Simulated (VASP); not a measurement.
# SiC (P6_3mc) in VASP: further runs, part 2 of 2

VASP 6.6.1.

## Step 3: Single point, PBE (uniaxial z strain +3.0%)

File INCAR:

```
PREC     = Accurate       # precision mode
ENCUT    = 520            # plane-wave cutoff, eV
EDIFF    = 1E-6           # SCF threshold, eV
ISMEAR   = -1             # smearing method
SIGMA    = 0.02           # smearing width, eV
LREAL    = F              # projectors in reciprocal space
LASPH    = T              # aspherical terms in the spheres
NELM     = 60             # most SCF steps
ALGO     = Normal         # electronic algorithm
ISIF     = 2              # what is computed and relaxed
LWAVE    = F              # write WAVECAR
LCHARG   = T              # write CHGCAR
GGA      = PE             # functional
LELF     = T              # ELF
LVHAR    = T            
NBANDS   = 16             # bands
```

File KPOINTS:

```
Automatic mesh
0
Gamma
  12 12 6
```

File POSCAR:

```
SiC
1.0
    3.0753562455      0.0000000000      0.0000000000
   -1.5376781227      2.6633366343      0.0000000000
    0.0000000000      0.0000000000      5.1995513435
Si C
2 2
Direct
    0.3333333333      0.6666666667      0.0006052755
    0.6666666667      0.3333333333      0.5006052755
    0.3333333333      0.6666666667      0.3743947245
    0.6666666667      0.3333333333      0.8743947245
```

Potentials or basis: VASP PAW PBE potentials, release 64 (Si, C).

Started as:

```console
> cat potpaw_PBE.64/Si/POTCAR potpaw_PBE.64/C/POTCAR > POTCAR
> mpirun -np 1 vasp_std > vasp.out
```

Run time: 14 s. Hardware: 1 thread of Intel Xeon 6975P-C (Granite Rapids), shared host; peak memory 0.18 GiB.

It converged, with:

```
Free energy            : -30.0677 eV
Pressure               : -2.7 GPa
Largest force          : 0.034 eV/Å
Band gap on the k mesh : 2.14 eV (least direct gap 4.15 eV)
```

Forces on the atoms (eV/Å):
```
Si   0.000  0.000  0.034
Si   0.000  0.000  0.034
C    0.000  0.000 -0.034
C    0.000  0.000 -0.034
```

Stress tensor (GPa, compression positive):
```
  2.14   0.00   0.00
  0.00   2.14   0.00
  0.00   0.00 -12.26
```

Levels at points of the mesh, in eV from the valence-band top:
```csv
k point,band 5,band 6,band 7,band 8,band 9,band 10,band 11,band 12
"(0.00, 0.00, 0.00)",-1.17,-0.35,0.00,0.00,4.97,5.31,6.67,6.67
"(0.50, 0.00, 0.00)",-5.37,-3.27,-3.16,-1.26,2.89,3.93,6.59,7.03
"(0.00, 0.00, 0.50)",-0.63,-0.63,-0.63,-0.63,5.93,5.93,7.34,7.34
"(0.50, 0.00, 0.50)",-2.51,-2.51,-2.37,-2.37,3.05,3.05,5.01,5.01
```

Caveat: the cell differs from its parent crystal (uniaxial z strain +3.0%); the stress differs along the axes, from -12 to 2 GPa. A k mesh can miss the band edges.

## Step 4: Single point, PBE (strain +5.0%)

File INCAR:

```
PREC = Accurate
ENCUT = 520
EDIFF = 1E-6
ISMEAR = -1
SIGMA = 0.02
LREAL = False
LASPH = True
NELM = 60
ALGO = Normal
ISIF = 2
LWAVE = False
LCHARG = False
GGA = PE
NBANDS = 16
```

KPOINTS is that of step 3.

File POSCAR:

```
SiC
1.0
    3.2291240577      0.0000000000      0.0000000000
   -1.6145620289      2.7965034660      0.0000000000
    0.0000000000      0.0000000000      5.3005135055
Si C
2 2
Direct
    0.3333333333      0.6666666667     -0.0005783930
    0.6666666667      0.3333333333      0.4994216070
    0.3333333333      0.6666666667      0.3755783930
    0.6666666667      0.3333333333      0.8755783930
```

Potentials or basis: VASP PAW PBE potentials, release 64 (Si, C).

Started as:

```console
> cat potpaw_PBE.64/Si/POTCAR potpaw_PBE.64/C/POTCAR > POTCAR
> mpirun -np 1 vasp_std > vasp.out
```

OUTCAR:

```text
PREC = Accurate
   ENCUT = 520
   EDIFF = 1E-6
   ISMEAR = -1
   LREAL = False
   LASPH = True
   NELM = 60
   ISIF = 2
   GGA = PE

 ion  position               nearest neighbor table
   1  0.333  0.667  0.999-   4 1.98   4 1.98   4 1.98   3 1.99
   2  0.667  0.333  0.499-   3 1.98   3 1.98   3 1.98   4 1.99
   3  0.333  0.667  0.376-   2 1.98   2 1.98   2 1.98   1 1.99
   4  0.667  0.333  0.876-   1 1.98   1 1.98   1 1.98   2 1.99

  LATTYP: Found a hexagonal cell.
[... 656 lines left out ...]
  Direction    XX          YY          ZZ          XY          YZ          ZX
  --------------------------------------------------------------------------------------
  -------------------------------------------------------------------------------------
  Total       -6.4427596     -6.4427596     -6.3313482      0.0000000      0.0000000      0.0000000
  in kB     -215.6574545   -215.6574545   -211.9281968      0.0000000      0.0000000      0.0000000
  external PRESSURE =    -214.4143686 kB  Pullay stress =       0.0000000 kB

 VOLUME and BASIS-vectors are now :
 -----------------------------------------------------------------------------
  energy-cutoff  :      520.00
  volume of cell :       47.86
      direct lattice vectors                 reciprocal lattice vectors
     3.229124058  0.000000000  0.000000000     0.309681506  0.178794701  0.000000000
    -1.614562029  2.796503466  0.000000000     0.000000000  0.357589401  0.000000000
     0.000000000  0.000000000  5.300513505     0.000000000  0.000000000  0.188660966

 POSITION                                       TOTAL-FORCE (eV/Angst)
 -----------------------------------------------------------------------------------
     -0.00000      1.86434      5.29745         0.000000      0.000000      0.000547
      1.61456      0.93217      2.64719        -0.000000      0.000000      0.000547
     -0.00000      1.86434      1.99076         0.000000      0.000000     -0.000547
      1.61456      0.93217      4.64102        -0.000000      0.000000     -0.000547
 -----------------------------------------------------------------------------------
    total drift:                               -0.000000      0.000000      0.000392

  FREE ENERGIE OF THE ION-ELECTRON SYSTEM (eV)
  ---------------------------------------------------
  free  energy   TOTEN  =       -29.6740574286 eV

  energy  without entropy=      -29.6740574286  energy(sigma->0) =      -29.67405743
```

stdout:

```text
POSCAR found type information on POSCAR SiC
 POSCAR found :  2 types and       4 ions
 scaLAPACK will be used
 LDA part: xc-table for (Slater+PW92), standard interpolation
 POSCAR, INCAR and KPOINTS ok, starting setup
 FFT: planning ... GRIDC
 FFT: planning ... GRID_SOFT
 FFT: planning ... GRID
 WAVECAR not read
 entering main loop
```

Wall time 16 s (1 thread of Intel Xeon 6975P-C (Granite Rapids), shared host); peak memory 0.18 GiB.

What came out:

```
Free energy            : -29.6741 eV
Pressure               : -21.4 GPa
Band gap on the k mesh : 2.53 eV (least direct gap 3.64 eV)
```

Caveat: the cell differs from its parent crystal (strain +5.0%); the cell stands under tension. A k mesh can miss the band edges.

## Step 5: Single point, r2SCAN

File POSCAR:

```
SiC
1.0
    3.0753562455      0.0000000000      0.0000000000
   -1.5376781227      2.6633366343      0.0000000000
    0.0000000000      0.0000000000      5.0481081005
Si C
2 2
Direct
    0.3333333333      0.6666666667     -0.0004084047
    0.6666666667      0.3333333333      0.4995915953
    0.3333333333      0.6666666667      0.3754084047
    0.6666666667      0.3333333333      0.8754084047
```

File INCAR.step1:

```
  PREC = Accurate
  ENCUT = 520
  ISMEAR = 0
  SIGMA = 0.01
  LREAL = F
  LASPH = T
  NELM = 80
  NBANDS = 16
  GGA = PE
  ALGO = Normal
  EDIFF = 1E-4
  LWAVE = T
  LCHARG = F
```

File INCAR.step2:

```
  PREC = Accurate
  ENCUT = 520
  EDIFF = 1E-6
  ISMEAR = 0
  SIGMA = 0.01
  LREAL = F
  LASPH = T
  NELM = 80
  ALGO = Normal
  ISIF = 2
  LWAVE = F
  LCHARG = T
  METAGGA = R2SCAN
  LMIXTAU = T
  LELF = T
  LVHAR = T
  NBANDS = 16
  ISTART = 1
```

KPOINTS is that of step 4.

Started as:

```console
> cat potpaw_PBE.64/Si/POTCAR potpaw_PBE.64/C/POTCAR > POTCAR
> cp INCAR.step1 INCAR
> mpirun -np 1 vasp_std > vasp.out
> cp INCAR.step2 INCAR
> mpirun -np 1 vasp_std > vasp.out
```

It took 62 s on 1 thread of Intel Xeon 6975P-C (Granite Rapids), shared host; peak memory 0.18 GiB.

Results (log left out):

```
Free energy            : -38.6379 eV
Pressure               : -0.2 GPa
Band gap on the k mesh : 2.66 eV (least direct gap 4.48 eV)
```

Levels at points of the mesh, in eV from the valence-band top:
| k point | band 6 | band 7 | band 8 | band 9 | band 10 | band 11 |
| --- | --- | --- | --- | --- | --- | --- |
| (0.00, 0.00, 0.00) | -0.11 | 0.00 | 0.00 | 5.38 | 6.78 | 7.19 |
| (0.50, 0.00, 0.00) | -3.48 | -3.36 | -1.26 | 3.23 | 4.67 | 7.47 |
| (0.00, 0.00, 0.50) | -0.75 | -0.75 | -0.75 | 6.50 | 6.50 | 7.89 |
| (0.50, 0.00, 0.50) | -2.56 | -2.44 | -2.44 | 3.72 | 3.72 | 5.79 |

Caveat: the PAW data sets were made with another functional, which shifts forces and pressure a little. A k mesh can miss the band edges.

## Step 6: Overview

| level | cell | smearing | gap on the mesh (eV) | pressure (GPa) |
| --- | --- | --- | --- | --- |
| PBE | a = 3.075, b = 3.075, c = 5.048 Å, angles 90.0, 90.0, 120.0°, 4 atoms, atomic positions A | fermi-dirac 0.02 eV | 2.27 | 3.5 |
| PBE | a = 3.075, b = 3.075, c = 5.200 Å, angles 90.0, 90.0, 120.0°, 4 atoms, atomic positions B | fermi-dirac 0.02 eV | 2.14 | -2.7 |
| PBE | a = 3.229, b = 3.229, c = 5.301 Å, angles 90.0, 90.0, 120.0°, 4 atoms, atomic positions C | fermi-dirac 0.02 eV | 2.53 | -21.4 |
| r2SCAN | a = 3.075, b = 3.075, c = 5.048 Å, angles 90.0, 90.0, 120.0°, 4 atoms, atomic positions A | gaussian 0.01 eV | 2.66 | -0.2 |

Alike in all rows: task single point; potentials or basis VASP PAW PBE potentials, release 64 (Si, C); no spin polarisation; k mesh 12 × 12 × 6; cutoff (eV) 520.

Caveats: the cell stands under pressure (at least some runs); the stress differs along the axes, from -12 to 2 GPa (at least some runs); the cell stands under tension (at least some runs); the PAW data sets were made with another functional, which shifts forces and pressure a little (at least some runs).

Absolute energies hang on the potentials; compare differences alone.
